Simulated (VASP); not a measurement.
Here is a VASP 6.6.1 calculation.

The input INCAR:

```
ALGO     = Normal         # electronic algorithm
EDIFF    = 1E-6           # SCF threshold, eV
ENCUT    = 520            # plane-wave cutoff, eV
GGA      = PE             # functional
ISIF     = 2              # what is computed and relaxed
ISMEAR   = -1             # smearing method
LASPH    = True           # aspherical terms in the spheres
LCHARG   = False          # write CHGCAR
LREAL    = False          # projectors in reciprocal space
LWAVE    = False          # write WAVECAR
NBANDS   = 8              # bands
NELM     = 100            # most SCF steps
PREC     = Accurate       # precision mode
SIGMA    = 0.05           # smearing width, eV
```

File KPOINTS:

```
k-points
0
Gamma
  18 18 17
```

Contents of POSCAR:

```
P
1.0
    2.4805465276      0.0000000000      0.0000000000
   -1.2402732638      2.1482163082      0.0000000000
    0.0000000000      0.0000000000      2.3232736787
P
1
Direct
    0.0000000000      0.0000000000      0.0000000000
```

Potentials or basis: VASP PAW PBE potentials, release 64 (P).

The run is started by

```console
$ cat potpaw_PBE.64/P/POTCAR > POTCAR
$ mpirun -np 1 vasp_std > vasp.out
```

What does it give for the pressure?

23.3 GPa.
